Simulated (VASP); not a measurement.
Set up this calculation in VASP 6.6.1, as the native input.

* Task: single point
* Functional: PBEsol
* Potentials or basis: VASP PAW PBE potentials, release 64 (Mg)
* Cutoff: 520 eV
* k mesh: 20 × 20 × 20
* Occupations: fermi-dirac, width 0.1 eV
* Spin: no spin polarisation
* Dipole correction: no
* Further INCAR settings: ALGO = Normal; EDIFF = 1e-06; NBANDS = 7

The structure of Mg lies in POSCAR:

```
Mg
1.0
    0.0000000000      2.2464592240      2.2464592240
    2.2464592240      0.0000000000      2.2464592240
    2.2464592240      2.2464592240      0.0000000000
Mg
1
Direct
    0.0000000000      0.0000000000      0.0000000000
```

One way to write it, as run:

INCAR

```
SYSTEM = Mg
PREC = Accurate
ENCUT = 520
EDIFF = 1E-6
ISMEAR = -1
SIGMA = 0.1
LREAL = .False.
LASPH = .True.
NELM = 100
ALGO = Normal
ISIF = 2
LWAVE = .False.
LCHARG = .True.
GGA = PS
LELF = .True.
LVHAR = .True.
NBANDS = 7
```

KPOINTS

```
Automatic mesh
0
Gamma
  20 20 20
  0 0 0
```

Potentials or basis: VASP PAW PBE potentials, release 64 (Mg).

The run is started by

```sh
$ cat potpaw_PBE.64/Mg/POTCAR > POTCAR
$ mpirun -np 1 vasp_std > vasp.out
```

It gave:

```json
{
 "Pressure": "0.0 GPa",
 "Band gap on the k mesh": "zero (band 1 reaches 4.10 eV, above the bottom of band 2 at 1.36 eV)"
}
```

Caveat: the PAW data sets were made with another functional, which shifts forces and pressure a little.

Wall time 8.4 s on 1 thread of Intel(R) Xeon(R) 6975P-C (Granite Rapids) (shared host), peak memory 0.16 GiB.
